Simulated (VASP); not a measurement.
# SrO (Fm-3m) in VASP: a series of runs, part 2 of 2

VASP 6.6.1.

## (3) Dielectric tensor, r2SCAN (strain +3.0%)

INCAR

```
SYSTEM = SrO
PREC     = Accurate       ! precision mode
ENCUT    = 520            ! plane-wave cutoff, eV
EDIFF    = 1E-8           ! SCF threshold, eV
ISMEAR   = 0              ! smearing method
SIGMA    = 0.01           ! smearing width, eV
LREAL    = .False.        ! projectors in reciprocal space
LASPH    = .True.         ! aspherical terms in the spheres
NELM     = 100            ! most SCF steps
ALGO     = Normal         ! electronic algorithm
ISIF     = 2              ! what is computed and relaxed
LWAVE    = .False.        ! write WAVECAR
LCHARG   = .False.        ! write CHGCAR
METAGGA  = R2SCAN         ! meta-GGA
LMIXTAU  = .True.       
LCALCEPS = .True.
```

KPOINTS

```
regular mesh
0
Gamma
  8 8 8
  0 0 0
```

POSCAR

```
SrO
1.0
    0.0000000000      2.6572890957      2.6572890957
    2.6572890957      0.0000000000      2.6572890957
    2.6572890957      2.6572890957      0.0000000000
Sr O
1 1
Direct
    0.0000000000      0.0000000000      0.0000000000
    0.5000000000      0.5000000000      0.5000000000
```

Potentials or basis: VASP PAW PBE potentials, release 64 (Sr_sv, O).

Run with:

```sh
$ cat potpaw_PBE.64/Sr_sv/POTCAR potpaw_PBE.64/O/POTCAR > POTCAR
$ mpirun -np 1 vasp_std > vasp.out
```

OUTCAR:

```text
SYSTEM = SrO
   PREC = Accurate
   ENCUT = 520
   EDIFF = 1E-8
   ISMEAR = 0
   LREAL = .False.
   LASPH = .True.
   NELM = 100
   ISIF = 2
   METAGGA = R2SCAN

 ion  position               nearest neighbor table
   1  0.000  0.000  0.000-   2 2.66   2 2.66   2 2.66   2 2.66   2 2.66   2 2.66
   2  0.500  0.500  0.500-   1 2.66   1 2.66   1 2.66   1 2.66   1 2.66   1 2.66

  LATTYP: Found a face centered cubic cell.
 ALAT       =     5.3145781914

  Lattice vectors:

 A1 = (   0.0000000000,   2.6572890957,   2.6572890957)
[... 584 lines left out ...]
    2    -0.00000    -2.37618     0.00000
    3     0.00000    -0.00000    -2.37618

  FORCE on cell =-STRESS in cart. coord.  units (eV):
  Direction    XX          YY          ZZ          XY          YZ          ZX
  --------------------------------------------------------------------------------------
  -------------------------------------------------------------------------------------
  Total       -1.5131314     -1.5131314     -1.5131314      0.0000000      0.0000000      0.0000000
  in kB      -64.6012323    -64.6012323    -64.6012323      0.0000000      0.0000000      0.0000000
  external PRESSURE =     -64.6012323 kB  Pullay stress =       0.0000000 kB

 VOLUME and BASIS-vectors are now :
 -----------------------------------------------------------------------------
  energy-cutoff  :      520.00
  volume of cell :       37.53
      direct lattice vectors                 reciprocal lattice vectors
     0.000000000  2.657289096  2.657289096    -0.188161687  0.188161687  0.188161687
     2.657289096  0.000000000  2.657289096     0.188161687 -0.188161687  0.188161687
     2.657289096  2.657289096  0.000000000     0.188161687  0.188161687 -0.188161687

 POSITION                                       TOTAL-FORCE (eV/Angst)
 -----------------------------------------------------------------------------------
      0.00000      0.00000      0.00000         0.000000      0.000000     -0.000000
      2.65729      2.65729      2.65729        -0.000000     -0.000000      0.000000
 -----------------------------------------------------------------------------------
    total drift:                                0.000000      0.000000      0.000000

  FREE ENERGIE OF THE ION-ELECTRON SYSTEM (eV)
  ---------------------------------------------------
  free  energy   TOTEN  =       -26.9934247473 eV

  energy  without entropy=      -26.9934247473  energy(sigma->0) =      -26.99342475
```

OSZICAR:

```text
N       E                     dE             d eps       ncg     rms          rms(c)
DAV:   1     0.592948021535E+02    0.59295E+02   -0.86883E+03   696   0.132E+03
DAV:   2    -0.305550145243E+02   -0.89850E+02   -0.81751E+02   952   0.252E+02
DAV:   3    -0.344904324739E+02   -0.39354E+01   -0.38983E+01   896   0.516E+01
[... 12 lines left out ...]
DMP:  11    -0.269934246420E+02   -0.53956E-07   -0.43850E-07  1800   0.628E-07   0.902E-07
DMP:  12    -0.269934246782E+02   -0.36207E-07   -0.33245E-07  1800   0.463E-07   0.709E-07
DMP:  13    -0.269934247066E+02   -0.28359E-07   -0.23438E-07  1800   0.281E-07   0.588E-07
DMP:  14    -0.269934247264E+02   -0.19831E-07   -0.14880E-07  1800   0.161E-07   0.406E-07
DMP:  15    -0.269934247393E+02   -0.12873E-07   -0.94810E-08  1800   0.101E-07   0.262E-07
DMP:  16    -0.269934247473E+02   -0.80793E-08   -0.64017E-08  1800   0.684E-08   0.176E-07
   1 F= -.26993425E+02 E0= -.26993425E+02  d E =-.826304E-57
```

stdout:

```text
POSCAR found type information on POSCAR SrO
 POSCAR found :  2 types and       2 ions
 scaLAPACK will be used
 -----------------------------------------------------------------------------
|                                                                             |
[... 116 lines left out ...]
dp_tot=( -0.327E-06 -0.374E-06  0.516E-02 )  diag[e(oo)]=(    ---      ---    3.48864 )
 p_tot=( -0.159E+02 -0.159E+02 -0.159E+02 )
dp_tot=( -0.330E-06 -0.377E-06  0.515E-02 )  diag[e(oo)]=(    ---      ---    3.48355 )
 p_tot=( -0.159E+02 -0.159E+02 -0.159E+02 )
dp_tot=( -0.334E-06 -0.381E-06  0.515E-02 )  diag[e(oo)]=(    ---      ---    3.48192 )
 final diagonalization full
 p_tot=( -0.159E+02 -0.159E+02 -0.159E+02 )
dp_tot=( -0.336E-06 -0.383E-06  0.515E-02 )  diag[e(oo)]=(    ---      ---    3.48315 )
```

It took 26 min on 1 thread of Intel Xeon 6975P-C (Granite Rapids), shared host; peak memory 0.42 GiB.

Results:

| Property | Result |
| --- | --- |
| Band gap on the k mesh | 3.77 eV, indirect (least direct gap 3.91 eV) |
| Electronic dielectric tensor (diagonal) | 3.48 |
| Born charges (mean of the diagonal) | Sr +2.38; O -2.38 e |

Levels at points of the mesh, in eV from the valence-band top:
| k point | band 5 | band 6 | band 7 | band 8 | band 9 | band 10 | band 11 | band 12 |
| --- | --- | --- | --- | --- | --- | --- | --- | --- |
| (0.00, 0.00, 0.00) | -14.96 | 0.00 | 0.00 | 0.00 | 3.96 | 6.54 | 6.54 | 6.54 |
| (0.50, 0.00, 0.00) | -13.98 | -1.94 | -0.95 | -0.95 | 6.67 | 8.27 | 8.91 | 8.91 |
| (0.50, 0.50, 0.00) | -15.22 | -0.57 | -0.14 | -0.14 | 3.77 | 7.78 | 10.22 | 10.26 |

Electronic dielectric tensor:
```
3.48 0.00 0.00
0.00 3.48 0.00
0.00 0.00 3.48
```

Born effective charge tensors (e):
atom 1, Sr
```
2.38 0.00 0.00
0.00 2.38 0.00
0.00 0.00 2.38
```
atom 2, O
```
-2.38  0.00  0.00
 0.00 -2.38  0.00
 0.00  0.00 -2.38
```

Dipole moments of the cell (e·Å, modulo the quantum): ionic -15.944, -15.944, -15.944; electronic 0.000, 0.000, 0.005

Caveat: the cell differs from its parent crystal (strain +3.0%); the PAW data sets were made with another functional, which shifts forces and pressure a little.
